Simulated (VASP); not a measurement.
# Ge in VASP: notebook

Aim: see how the results for Ge move with the level of theory and the settings. Levels: PBEsol+D3(BJ), PBEsol+D4, B3LYP. Tasks: single point.

Program: VASP 6.6.1. These are calculated values, not measurements. Logs are shortened: lines on timing, memory, paths and dates and some standing lists are left out, and cuts for length are marked.

## Step 1: The cell of the first run

Symmetry: Cmmm, No. 65, orthorhombic system. Conventional cell: a = 2.762 Å, b = 4.875 Å, c = 2.639 Å, α = 90.00°, β = 90.00°, γ = 90.00°. Within 3.5 Å of Ge (site symmetry mmm) lie 8 Ge at 2.64 to 2.80 Å.

## Step 2: Single point, PBEsol+D3(BJ)

Contents of INCAR:

```
  PREC = Accurate
  ENCUT = 520
  EDIFF = 1E-6
  ISMEAR = -1
  SIGMA = 0.05
  LREAL = F
  LASPH = T
  NELM = 80
  ALGO = Normal
  ISIF = 2
  LWAVE = F
  LCHARG = F
  GGA = PS
  IVDW = 12
  NBANDS = 13
```

Contents of KPOINTS:

```
Automatic mesh
0
Gamma
  11 11 10
```

Contents of POSCAR:

```
Ge
1.0
    1.3810629022     -2.4376605881      0.0000000000
    1.3810629022      2.4376605881      0.0000000000
    0.0000000000      0.0000000000      2.6389765431
Ge
1
Direct
    0.5000000000      0.5000000000      0.0000000000
```

Potentials or basis: VASP PAW PBE potentials, release 64 (Ge_d).

Run with:

```
$ cat potpaw_PBE.64/Ge_d/POTCAR > POTCAR
$ mpirun -np 1 vasp_std > vasp.out
```

OUTCAR:

```text
PREC = Accurate
   ENCUT = 520
   EDIFF = 1E-6
   ISMEAR = -1
   LREAL = F
   LASPH = T
   NELM = 80
   ISIF = 2
   GGA = PS
   IVDW = 12
 IVDW          = 12

 ion  position               nearest neighbor table
   1  0.500  0.500  0.000-

  LATTYP: Found a base centered orthorhombic cell.
 ALAT       =     2.7621258044
 B/A-ratio  =     1.7650612323
 C/A-ratio  =     0.9554150426

  Lattice vectors:

 A1 = (   1.3810629022,  -2.4376605881,   0.0000000000)
 A2 = (   1.3810629022,   2.4376605881,   0.0000000000)
 A3 = (   0.0000000000,   0.0000000000,   2.6389765431)

Analysis of symmetry for initial positions (statically):
=====================================================================
 Subroutine PRICEL returns:
 Original cell was already a primitive cell.

 Routine SETGRP: Setting up the symmetry group for a
 base centered orthorhombic supercell.

 Subroutine GETGRP returns: Found  8 space group operations
 (whereof  8 operations were pure point group operations)
 out of a pool of  8 trial point group operations.

The static configuration has the point symmetry D_2h.

Analysis of symmetry for dynamics (positions and initial velocities):
=====================================================================
 Subroutine PRICEL returns:
 Original cell was already a primitive cell.

 Routine SETGRP: Setting up the symmetry group for a
 base centered orthorhombic supercell.

 Subroutine GETGRP returns: Found  8 space group operations
 (whereof  8 operations were pure point group operations)
 out of a pool of  8 trial point group operations.

The dynamic configuration has the point symmetry D_2h.

 Subroutine INISYM returns: Found  8 space group operations
 (whereof  8 operations are pure point group operations),
 and found     1 'primitive' translations

----------------------------------------------------------------------------------------

                                     Primitive cell

  volume of cell :      17.7686

  direct lattice vectors                    reciprocal lattice vectors
     1.381062902 -2.437660588  0.000000000     0.362039991 -0.205114692  0.000000000
     1.381062902  2.437660588  0.000000000     0.362039991  0.205114692  0.000000000
     0.000000000  0.000000000  2.638976543     0.000000000  0.000000000  0.378934782

  length of vectors
[... 84 lines left out ...]
   IBRION =     -1    ionic relax: 0-MD 1-quasi-New 2-CG
   NFREE  =      0    steps in history (QN), initial steepest desc. (CG)
   ISIF   =      2    stress and relaxation
   ISYM   =      2    0-nonsym 1-usesym 2-fastsym
   POTIM  = 0.5000    time-step for ionic-motion
   TEBEG  =    0.0;   TEEND  =   0.0 temperature during run
   PSTRESS=    0.0 pullay stress
   NELECT =      14.0000    total number of electrons
   NUPDOWN=      -1.0000    fix difference up-down
   EMIN   =  10.00;   EMAX   =-10.00  energy-range for DOS
   EFERMI =   0.00;   METHOD = LEGACY
   ISMEAR =    -1;   SIGMA  =   0.05  broadening in eV -4-tet -1-fermi 0-gaus
   EFERMI_NEDOS =   21; number of points for ismear=-14 and -15
   IALGO  =     38    algorithm
   IMIX   =      4    mixing-type and parameters
     AMIX     =   0.40;   BMIX     =  1.00
     AMIX_MAG =   1.60;   BMIX_MAG =  1.00
  volume/ion in A,a.u.               =      17.77       119.91
  Fermi-wavevector in a.u.,A,eV,Ry     =   1.512052  2.857364 31.107023  2.286302
  Thomas-Fermi vector in A             =   2.622028
   LORBIT       =      0    0 simple, 1 ext, 2 COOP (PROOUT), +10 PAW based schemes
   GGA     = PS    functional components
   LHFCALC =     F    Hartree Fock is set to
   AEXX    =    0.0000 exact exchange contribution
   IVDW    =    12    specifies the selected vdW correction
   LEPSILON=     F    determine dielectric tensor
   LRPA    =     F    only Hartree local field effects (RPA)
 non-spin polarized calculation
  energy-cutoff  :      520.00
  volume of cell :       17.77
 maximum number of plane-waves:       487
 NGX is ok and might be reduce to    24
   NGX = 11   NGY = 11   NGZ =  9

 number of electron      13.9999994 magnetization

 Free energy of the ion-electron system (eV)
  ---------------------------------------------------
  ext. energy  EPLUGINS =         0.00000000
  ---------------------------------------------------
  free energy    TOTEN  =        -4.74670760 eV

  energy without entropy =       -4.74261825  energy(sigma->0) =       -4.74466293

 E-fermi :   7.1893     XC(G=0): -11.6861

 val. band max:        7.1887279323   @ k =   0.3636   0.2727   0.4000
 cond. band min:       7.2034573501   @ k =   0.4545   0.1818   0.4000
 fundamental gap:      0.0147294178
 Fermi energy:         7.1893075360

 k-point     1 :       0.0000    0.0000    0.0000
  band No.  band energies     occupation
      1     -17.5815      2.00000
      2     -17.4901      2.00000
      3     -17.4719      2.00000
      4     -17.3016      2.00000
      5     -17.2964      2.00000
      6      -6.5529      2.00000
      7      13.9251      0.00000
      8      15.9778      0.00000
      9      16.3749      0.00000
     10      17.4991      0.00000
     11      21.5521      0.00000
     12      22.1818      0.00000
     13      22.9026      0.00000
[... 354 lines left out ...]
  band No.  band energies     occupation
      1     -17.5634      2.00000
      2     -17.4927      2.00000
      3     -17.4285      2.00000
      4     -17.3211      2.00000
      5     -17.3007      2.00000
      6      -5.7246      2.00000
      7      10.4458      0.00000
      8      14.4281      0.00000
      9      14.7344      0.00000
     10      17.8092      0.00000
     11      19.4487      0.00000
     12      25.6801      0.00000
     13      26.6120      0.00000

 [... further k-points ...]

------------------------ aborting loop because EDIFF is reached ----------------------------------------

 Edisp (eV)   -0.34731

 E8    (eV) :    -0.2318

  FORCE on cell =-STRESS in cart. coord.  units (eV):
  Direction    XX          YY          ZZ          XY          YZ          ZX
  --------------------------------------------------------------------------------------
  -------------------------------------------------------------------------------------
  Total      -0.05118    -0.05297    -0.06234    -0.00000     0.00000     0.00000
  in kB      -4.61498    -4.77652    -5.62104    -0.00000     0.00000     0.00000
  external pressure =       -5.00 kB  Pullay stress =        0.00 kB

 VOLUME and BASIS-vectors are now :
 -----------------------------------------------------------------------------
  energy-cutoff  :      520.00
  volume of cell :       17.77
      direct lattice vectors                 reciprocal lattice vectors
     1.381062902 -2.437660588  0.000000000     0.362039991 -0.205114692  0.000000000
     1.381062902  2.437660588  0.000000000     0.362039991  0.205114692  0.000000000
     0.000000000  0.000000000  2.638976543     0.000000000  0.000000000  0.378934782

 POSITION                                       TOTAL-FORCE (eV/Angst)
 -----------------------------------------------------------------------------------
      1.38106      0.00000      0.00000         0.000000      0.000000      0.000000
 -----------------------------------------------------------------------------------
    total drift:                               -0.000000     -0.000000     -0.000000

  FREE ENERGIE OF THE ION-ELECTRON SYSTEM (eV)
  ---------------------------------------------------
  free  energy   TOTEN  =        -5.0940183916 eV

  energy  without entropy=       -5.0899290416  energy(sigma->0) =       -5.09197372
```

OSZICAR:

```text
N       E                     dE             d eps       ncg     rms          rms(c)
DAV:   1     0.607640157600E+02    0.60764E+02   -0.70613E+03  6071   0.300E+03
DAV:   2     0.192444431857E+00   -0.60572E+02   -0.57649E+02  5974   0.398E+02
DAV:   3    -0.470902416825E+01   -0.49015E+01   -0.48772E+01  6496   0.684E+01
DAV:   4    -0.477107281873E+01   -0.62049E-01   -0.62041E-01  6371   0.826E+00
DAV:   5    -0.477164600513E+01   -0.57319E-03   -0.57318E-03  6641   0.876E-01    0.159E+00
DAV:   6    -0.475393660110E+01    0.17709E-01   -0.13120E-02  6999   0.271E+00    0.865E-01
DAV:   7    -0.474700013420E+01    0.69365E-02   -0.75718E-03  7145   0.174E+00    0.948E-02
DAV:   8    -0.474670714276E+01    0.29299E-03   -0.79318E-04  6826   0.683E-01    0.327E-02
DAV:   9    -0.474670767897E+01   -0.53620E-06   -0.13701E-05  6960   0.498E-02    0.906E-03
DAV:  10    -0.474670760137E+01    0.77595E-07   -0.47263E-07  4628   0.113E-02
   1 F= -.50940184E+01 E0= -.50919737E+01  d E =-.408935E-02
```

Wall time 21 s (1 thread of AMD EPYC 9R45 (Zen 5), shared host); peak memory 0.14 GiB.

Results:

* Free energy: -5.0940 eV
* Pressure: -0.5 GPa
* Band gap on the k mesh: zero (band 7 reaches 14.14 eV, above the bottom of band 8 at 4.54 eV)
* Dispersion energy per atom: -0.347 eV

Levels at points of the mesh, in eV from the Fermi level:
```
           k point  band 5  band 6  band 7  band 8  band 9  band 10
(0.00, 0.00, 0.00)  -24.49  -13.74    6.74    8.79    9.19    10.31
(0.00, 0.00, 0.50)  -24.54   -9.67   -6.38   11.91   12.31    17.41
```

Caveat: three body term missing; the PAW data sets were made with another functional, which shifts forces and pressure a little; pairwise dispersion overbinds metals, which lowers pressure and volume.

## Step 3: Single point, PBEsol+D4

This run uses another cell than the first one, of 17.95 Å³/atom, 1.010 times its volume.

Contents of INCAR:

```
SYSTEM = Ge
PREC     = Accurate       ! precision mode
ENCUT    = 520            ! plane-wave cutoff, eV
EDIFF    = 1E-6           ! SCF threshold, eV
ISMEAR   = -1             ! smearing method
SIGMA    = 0.05           ! smearing width, eV
LREAL    = .FALSE.        ! projectors in reciprocal space
LASPH    = .TRUE.         ! aspherical terms in the spheres
NELM     = 60             ! most SCF steps
ALGO     = Normal         ! electronic algorithm
ISIF     = 2              ! what is computed and relaxed
LWAVE    = .FALSE.        ! write WAVECAR
LCHARG   = .FALSE.        ! write CHGCAR
GGA      = PS             ! functional
IVDW     = 13             ! dispersion correction
NBANDS   = 13             ! bands
```

Contents of KPOINTS:

```
regular mesh
0
G
  11 11 10
  0 0 0
```

Contents of POSCAR:

```
Ge
1.0
    1.3862358588     -2.4443150346      0.0000000000
    1.3862358588      2.4443150346      0.0000000000
    0.0000000000      0.0000000000      2.6482699019
Ge
1
Direct
    0.5000000000      0.5000000000      0.0000000000
```

Potentials or basis: VASP PAW PBE potentials, release 64 (Ge_d).

Run with:

```
$ cat potpaw_PBE.64/Ge_d/POTCAR > POTCAR
$ mpirun -np 1 vasp_std > vasp.out
```

OUTCAR:

```text
SYSTEM = Ge
   PREC = Accurate
   ENCUT = 520
   EDIFF = 1E-6
   ISMEAR = -1
   LREAL = .FALSE.
   LASPH = .TRUE.
   NELM = 60
   ISIF = 2
   GGA = PS
   IVDW = 13

 ion  position               nearest neighbor table
   1  0.500  0.500  0.000-

  LATTYP: Found a base centered orthorhombic cell.
 ALAT       =     2.7724717176
 B/A-ratio  =     1.7632750005
 C/A-ratio  =     0.9552017736

  Lattice vectors:

 A1 = (   1.3862358588,  -2.4443150346,   0.0000000000)
[... 563 lines left out ...]
     12      25.4547      0.00000
     13      26.3551      0.00000

 [... further k-points ...]

------------------------ aborting loop because EDIFF is reached ----------------------------------------

  DFT-D4 for vdW energy calculation

  Edisp (eV):   -0.23195

  FORCE on cell =-STRESS in cart. coord.  units (eV):
  Direction    XX          YY          ZZ          XY          YZ          ZX
  --------------------------------------------------------------------------------------
  -------------------------------------------------------------------------------------
  Total      -0.00945    -0.01205    -0.02223     0.00000     0.00000     0.00000
  in kB      -0.84371    -1.07615    -1.98414     0.00000     0.00000     0.00000
  external pressure =       -1.30 kB  Pullay stress =        0.00 kB

 VOLUME and BASIS-vectors are now :
 -----------------------------------------------------------------------------
  energy-cutoff  :      520.00
  volume of cell :       17.95
      direct lattice vectors                 reciprocal lattice vectors
     1.386235859 -2.444315035  0.000000000     0.360688981 -0.204556284  0.000000000
     1.386235859  2.444315035  0.000000000     0.360688981  0.204556284  0.000000000
     0.000000000  0.000000000  2.648269902     0.000000000  0.000000000  0.377605016

 POSITION                                       TOTAL-FORCE (eV/Angst)
 -----------------------------------------------------------------------------------
      1.38624      0.00000      0.00000         0.000000      0.000000      0.000000
 -----------------------------------------------------------------------------------
    total drift:                               -0.000000     -0.000000     -0.000000

  FREE ENERGIE OF THE ION-ELECTRON SYSTEM (eV)
  ---------------------------------------------------
  free  energy   TOTEN  =        -4.9814811576 eV

  energy  without entropy=       -4.9773009452  energy(sigma->0) =       -4.97939105
```

OSZICAR:

```text
N       E                     dE             d eps       ncg     rms          rms(c)
DAV:   1     0.603669178793E+02    0.60367E+02   -0.70156E+03  6147   0.305E+03
DAV:   2     0.256546645241E+00   -0.60110E+02   -0.57246E+02  6036   0.396E+02
DAV:   3    -0.470863284152E+01   -0.49652E+01   -0.49369E+01  6336   0.685E+01
DAV:   4    -0.477318158045E+01   -0.64549E-01   -0.64541E-01  6504   0.843E+00
DAV:   5    -0.477380813194E+01   -0.62655E-03   -0.62655E-03  6506   0.905E-01    0.156E+00
DAV:   6    -0.475650292319E+01    0.17305E-01   -0.13089E-02  6986   0.269E+00    0.849E-01
DAV:   7    -0.474981414114E+01    0.66888E-02   -0.75526E-03  7149   0.173E+00    0.944E-02
DAV:   8    -0.474952682396E+01    0.28732E-03   -0.79222E-04  6836   0.680E-01    0.320E-02
DAV:   9    -0.474952722647E+01   -0.40252E-06   -0.13808E-05  6984   0.505E-02    0.914E-03
DAV:  10    -0.474952718423E+01    0.42237E-07   -0.45564E-07  4623   0.104E-02
   1 F= -.49814812E+01 E0= -.49793911E+01  d E =-.418021E-02
```

stdout:

```text
POSCAR found type information on POSCAR Ge
 POSCAR found :  1 types and       1 ions
 scaLAPACK will be used
 -----------------------------------------------------------------------------
|                                                                             |
|                                                                             |
|     You enforced a specific xc type in the INCAR file but a different       |
|     I HOPE YOU KNOW WHAT YOU ARE DOING!                                     |
|                                                                             |
 -----------------------------------------------------------------------------

 LDA part: xc-table for (Slater+PW92), standard interpolation
 POSCAR, INCAR and KPOINTS ok, starting setup
 FFT: planning ... GRIDC
 FFT: planning ... GRID_SOFT
 FFT: planning ... GRID
 WAVECAR not read
 entering main loop
```

Run time: 20 s. Hardware: 1 thread of AMD EPYC 9R45 (Zen 5), shared host; peak memory 0.14 GiB.

What came out:

| Property | Result |
| --- | --- |
| Free energy | -4.9815 eV |
| Pressure | -0.1 GPa |
| Band gap on the k mesh | zero (band 7 reaches 13.96 eV, above the bottom of band 8 at 4.47 eV) |
| Dispersion energy per atom | -0.232 eV |

Stress tensor (GPa, compression positive):
```
-0.08  0.00  0.00
 0.00 -0.11  0.00
 0.00  0.00 -0.20
```

Levels at points of the mesh, in eV from the Fermi level:
```tsv
k point	band 3	band 4	band 5	band 6	band 7	band 8	band 9	band 10	band 11	band 12
(0.00, 0.00, 0.00)	-24.65	-24.49	-24.48	-13.65	6.68	8.72	9.09	10.26	14.32	14.91
(0.00, 0.00, 0.50)	-24.57	-24.56	-24.53	-9.64	-6.31	11.79	12.17	17.33	17.84	18.42
```

Caveat: the PAW data sets were made with another functional, which shifts forces and pressure a little; pairwise dispersion overbinds metals, which lowers pressure and volume.

(Continued in part 2 of 2.)
